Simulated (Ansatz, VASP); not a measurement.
## Ru: VASP beside Ansatz

INCAR

```
SYSTEM = Ru
ALGO = Fast
EDIFF = 1E-6
ENCUT = 520
GGA = PS
ISIF = 2
ISMEAR = 0
LASPH = .True.
LCHARG = .False.
LREAL = .False.
LWAVE = .False.
NBANDS = 21
NELM = 80
PREC = Accurate
SIGMA = 0.15
```

Contents of KPOINTS:

```
k-points
0
Gamma
  21 21 12
  0 0 0
```

The input POSCAR:

```
Ru
1.0
    2.7869733142      0.0000000000      0.0000000000
   -1.3934866571      2.4135896898      0.0000000000
    0.0000000000      0.0000000000      4.1534430000
Ru
2
Direct
    0.3333333333      0.6666666667      0.2500000000
    0.6666666667      0.3333333333      0.7500000000
```

Input for Ansatz:

```yaml
crystal:
  lattice:
    - [2.7869733142, 0.0, 0.0]
    - [-1.3934866571, 2.4135896898, 0.0]
    - [0.0, 0.0, 4.153443]
  atoms:
    - { symbol: Ru, position: [0.3333333333, 0.6666666667, 0.25] }
    - { symbol: Ru, position: [0.6666666667, 0.3333333333, 0.75] }
basis:
  ecutwfc: 420
kpoints:
  mp_grid: { grid: [21, 21, 12] }
hamiltonian:
  xc: pbesol
scf:
  occupations: { method: gaussian, width: 0.15 }
output:
  forces: true
  stress: true
  eigenvalues: true
```

Change from the starting cell: strain +0.030 along x and y, -0.030 along z, atoms carried along.

Alike in both runs: task single point; functional PBEsol; k mesh 21 × 21 × 12; occupations gaussian, width 0.15 eV; no spin polarisation.

```csv
,VASP,Ansatz
version,VASP 6.6.1,Ansatz 0.2.0
potentials or method,"VASP PAW PBE potentials, release 64 (Ru_pv), cutoff 520 eV","scalar-relativistic, plane waves, PAW"
valence electrons in the cell,28,32
```

```tsv
	VASP	Ansatz	Ansatz less VASP
gap on the k mesh at the Fermi level (eV)	none	none	-
pressure (GPa)	-12.9	-12.9	+0.09
traceless stress, the component that is largest in VASP (GPa)	14.64	14.64	+0.002
```

VASP's potentials were made for PBE, not for PBEsol. A gap of «none» marks a metal or a gap that the smearing closes. VASP's potentials hold 28 valence electrons a cell and Ansatz's 32, so a difference there can come from the potentials and not from the codes.
